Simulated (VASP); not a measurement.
# O2F (fluorite type) (Fm-3m) in VASP: single point with PBE

Aim: the single point of O2F (fluorite type) with PBE.

Everything below comes from runs of VASP 6.6.1. Logs are shortened: lines on timing, memory, paths and dates and some standing lists are left out, and cuts for length are marked.

### 1 The cell of the first run

It takes space group Fm-3m (No. 225, cubic). The conventional cell has a = 4.876 Å, b = 4.876 Å, c = 4.876 Å, α = 90.00°, β = 90.00°, γ = 90.00°. F (site symmetry m-3m) has 8 O at 2.11 Å within 2.8 Å. Within 2.8 Å of O (site symmetry -43m) lie 4 F at 2.11 Å and 6 O at 2.44 Å.

### 2 Single point, PBE

INCAR

```
SYSTEM = O2F
PREC = Accurate
ENCUT = 520
EDIFF = 1E-6
ISMEAR = -1
SIGMA = 0.06122561905347299
LREAL = .False.
LASPH = .True.
NELM = 100
ALGO = Normal
ISIF = 2
LWAVE = .False.
LCHARG = .False.
GGA = PE
NBANDS = 16
```

KPOINTS

```
Automatic mesh
0
Gamma
  38 38 38
  0 0 0
```

POSCAR

```
O2F
1.0
    0.0000000000      2.4380578692      2.4380578692
    2.4380578692      0.0000000000      2.4380578692
    2.4380578692      2.4380578692      0.0000000000
F O
1 2
Direct
    0.0000000000      0.0000000000      0.0000000000
    0.2500000000      0.2500000000      0.2500000000
    0.7500000000      0.7500000000      0.7500000000
```

Potentials or basis: VASP PAW PBE potentials, release 64 (F, O).

Started as:

```console
$ cat potpaw_PBE.64/F/POTCAR potpaw_PBE.64/O/POTCAR > POTCAR
$ mpirun -np 1 vasp_std > vasp.out
```

OUTCAR:

```text
SYSTEM = O2F
   PREC = Accurate
   ENCUT = 520
   EDIFF = 1E-6
   ISMEAR = -1
   LREAL = .False.
   LASPH = .True.
   NELM = 100
   ISIF = 2
   GGA = PE

 ion  position               nearest neighbor table
   1  0.000  0.000  0.000-
   2  0.250  0.250  0.250-
   3  0.750  0.750  0.750-

  LATTYP: Found a face centered cubic cell.
 ALAT       =     4.8761157384

  Lattice vectors:

 A1 = (   0.0000000000,   2.4380578692,   2.4380578692)
 A2 = (   2.4380578692,   0.0000000000,   2.4380578692)
 A3 = (   2.4380578692,   2.4380578692,   0.0000000000)

Analysis of symmetry for initial positions (statically):
=====================================================================
 Subroutine PRICEL returns:
 Original cell was already a primitive cell.

 Routine SETGRP: Setting up the symmetry group for a
 face centered cubic supercell.

 Subroutine GETGRP returns: Found 48 space group operations
 (whereof 48 operations were pure point group operations)
 out of a pool of 48 trial point group operations.

The static configuration has the point symmetry O_h .

Analysis of symmetry for dynamics (positions and initial velocities):
=====================================================================
 Subroutine PRICEL returns:
 Original cell was already a primitive cell.

 Routine SETGRP: Setting up the symmetry group for a
 face centered cubic supercell.

 Subroutine GETGRP returns: Found 48 space group operations
 (whereof 48 operations were pure point group operations)
 out of a pool of 48 trial point group operations.

The dynamic configuration has the point symmetry O_h .

 Subroutine INISYM returns: Found 48 space group operations
 (whereof 48 operations are pure point group operations),
 and found     1 'primitive' translations

----------------------------------------------------------------------------------------

                                     Primitive cell

  volume of cell :      28.9842

  direct lattice vectors                    reciprocal lattice vectors
     0.000000000  2.438057869  2.438057869    -0.205081268  0.205081268  0.205081268
     2.438057869  0.000000000  2.438057869     0.205081268 -0.205081268  0.205081268
     2.438057869  2.438057869  0.000000000     0.205081268  0.205081268 -0.205081268

  length of vectors
[... 81 lines left out ...]
   LASPH  =      T    aspherical Exc in radial PAW
   ENCUT  =  520.0 eV  38.22 Ry    6.18 a.u.   6.41  6.41  6.41*2*pi/ulx,y,z
   NELM   =    100;   NELMIN=  2; NELMDL= -5     # of ELM steps
   EDIFF  = 0.1E-05   stopping-criterion for ELM
   LREAL  =      F    real-space projection
   EDIFFG = 0.1E-04   stopping-criterion for IOM
   NSW    =      0    number of steps for IOM
   IBRION =     -1    ionic relax: 0-MD 1-quasi-New 2-CG
   NFREE  =      0    steps in history (QN), initial steepest desc. (CG)
   ISIF   =      2    stress and relaxation
   ISYM   =      2    0-nonsym 1-usesym 2-fastsym
   POTIM  = 0.5000    time-step for ionic-motion
   TEBEG  =    0.0;   TEEND  =   0.0 temperature during run
   PSTRESS=    0.0 pullay stress
   NELECT =      19.0000    total number of electrons
   NUPDOWN=      -1.0000    fix difference up-down
   EMIN   =  10.00;   EMAX   =-10.00  energy-range for DOS
   EFERMI =   0.00;   METHOD = LEGACY
   ISMEAR =    -1;   SIGMA  =   0.06  broadening in eV -4-tet -1-fermi 0-gaus
   EFERMI_NEDOS =   21; number of points for ismear=-14 and -15
   IALGO  =     38    algorithm
   IMIX   =      4    mixing-type and parameters
     AMIX     =   0.40;   BMIX     =  1.00
     AMIX_MAG =   1.60;   BMIX_MAG =  1.00
  volume/ion in A,a.u.               =       9.66        65.20
  Fermi-wavevector in a.u.,A,eV,Ry     =   1.422128  2.687432 27.517077  2.022448
  Thomas-Fermi vector in A             =   2.542865
   LORBIT       =      0    0 simple, 1 ext, 2 COOP (PROOUT), +10 PAW based schemes
   GGA     = PE    functional components
   LHFCALC =     F    Hartree Fock is set to
   AEXX    =    0.0000 exact exchange contribution
   IVDW    =     0    specifies the selected vdW correction
   LEPSILON=     F    determine dielectric tensor
   LRPA    =     F    only Hartree local field effects (RPA)
 non-spin polarized calculation
  energy-cutoff  :      520.00
  volume of cell :       28.98
 maximum number of plane-waves:       801
 NGX is ok and might be reduce to    28
   NGX = 13   NGY = 13   NGZ = 13

 number of electron      19.0000012 magnetization

 Free energy of the ion-electron system (eV)
  ---------------------------------------------------
  ext. energy  EPLUGINS =         0.00000000
  ---------------------------------------------------
  free energy    TOTEN  =        -4.84098012 eV

  energy without entropy =       -4.78504069  energy(sigma->0) =       -4.81301040

 E-fermi :  -0.3341     XC(G=0): -10.6258

 val. band max:       -0.3343694294   @ k =  -0.3947   0.4474   0.1053
 cond. band min:      -0.3335087661   @ k =   0.4474   0.2632   0.0000
 fundamental gap:      0.0008606633
 Fermi energy:        -0.3341160679

 k-point     1 :       0.0000    0.0000    0.0000
  band No.  band energies     occupation
      1     -23.4219      2.00000
      2     -17.0145      2.00000
      3     -15.5707      2.00000
      4      -4.1858      2.00000
      5      -4.1858      2.00000
      6      -4.1858      2.00000
[... 433 lines left out ...]
      3     -15.6430      2.00000
      4      -4.4069      2.00000
      5      -4.3511      2.00000
      6      -4.2491      2.00000
[... 8 lines left out ...]
     15      20.0411      0.00000
     16      20.4013      0.00000

 [... further k-points ...]

------------------------ aborting loop because EDIFF is reached ----------------------------------------

  FORCE on cell =-STRESS in cart. coord.  units (eV):
  Direction    XX          YY          ZZ          XY          YZ          ZX
  --------------------------------------------------------------------------------------
  -------------------------------------------------------------------------------------
  Total        0.9675110      0.9675110      0.9675110      0.0000000      0.0000000     -0.0000000
  in kB       53.4816098     53.4816098     53.4816098      0.0000000      0.0000000     -0.0000000
  external PRESSURE =      53.4816098 kB  Pullay stress =       0.0000000 kB

 VOLUME and BASIS-vectors are now :
 -----------------------------------------------------------------------------
  energy-cutoff  :      520.00
  volume of cell :       28.98
      direct lattice vectors                 reciprocal lattice vectors
     0.000000000  2.438057869  2.438057869    -0.205081268  0.205081268  0.205081268
     2.438057869  0.000000000  2.438057869     0.205081268 -0.205081268  0.205081268
     2.438057869  2.438057869  0.000000000     0.205081268  0.205081268 -0.205081268

 POSITION                                       TOTAL-FORCE (eV/Angst)
 -----------------------------------------------------------------------------------
      0.00000      0.00000      0.00000         0.000000      0.000000      0.000000
      1.21903      1.21903      1.21903        -0.000000     -0.000000     -0.000000
      3.65709      3.65709      3.65709         0.000000      0.000000      0.000000
 -----------------------------------------------------------------------------------
    total drift:                                0.000000      0.000000      0.000000

  FREE ENERGIE OF THE ION-ELECTRON SYSTEM (eV)
  ---------------------------------------------------
  free  energy   TOTEN  =        -4.8409801170 eV

  energy  without entropy=       -4.7850406871  energy(sigma->0) =       -4.81301040
```

OSZICAR:

```text
N       E                     dE             d eps       ncg     rms          rms(c)
DAV:   1     0.735992876879E+02    0.73599E+02   -0.10409E+04 46408   0.111E+03
DAV:   2    -0.299634203213E+01   -0.76596E+02   -0.73462E+02 54456   0.238E+02
DAV:   3    -0.491534234543E+01   -0.19190E+01   -0.19017E+01 58688   0.356E+01
DAV:   4    -0.492171039921E+01   -0.63681E-02   -0.63678E-02 56552   0.219E+00
DAV:   5    -0.492173488383E+01   -0.24485E-04   -0.24485E-04 57928   0.123E-01    0.314E+00
DAV:   6    -0.563198552991E+01   -0.71025E+00   -0.30210E+00 47656   0.124E+01    0.121E+01
DAV:   7    -0.483793997294E+01    0.79405E+00   -0.43779E+00 49768   0.921E+00    0.800E-01
DAV:   8    -0.484123581877E+01   -0.32958E-02   -0.38732E-02 49248   0.172E+00    0.398E-01
DAV:   9    -0.484094043326E+01    0.29539E-03   -0.52873E-03 53824   0.547E-01    0.129E-01
DAV:  10    -0.484103632362E+01   -0.95890E-04   -0.16618E-04 56056   0.127E-01    0.897E-02
DAV:  11    -0.484098548476E+01    0.50839E-04   -0.30308E-04 54760   0.125E-01    0.341E-02
DAV:  12    -0.484097920985E+01    0.62749E-05   -0.23218E-05 51304   0.356E-02    0.642E-03
DAV:  13    -0.484098011703E+01   -0.90718E-06   -0.75681E-06 48432   0.210E-02
   1 F= -.48409801E+01 E0= -.48130104E+01  d E =-.559394E-01
```

stdout:

```text
POSCAR found type information on POSCAR F O
 POSCAR found :  2 types and       3 ions
 scaLAPACK will be used
 LDA part: xc-table for (Slater+PW92), standard interpolation
 POSCAR, INCAR and KPOINTS ok, starting setup
 FFT: planning ... GRIDC
 FFT: planning ... GRID_SOFT
 FFT: planning ... GRID
 WAVECAR not read
 entering main loop
```

It took 26 min on 1 thread of AMD EPYC 7R13, shared host; peak memory 0.58 GiB.

Results:

```
Free energy            : -4.8410 eV
Pressure               : 5.3 GPa
Band gap on the k mesh : zero (an odd number of electrons rules out a gap without spin polarisation)
```

Caveat: the cell stands under pressure; an odd number of electrons without spin polarisation forces a metal; a magnetic or distorted state may lie lower.
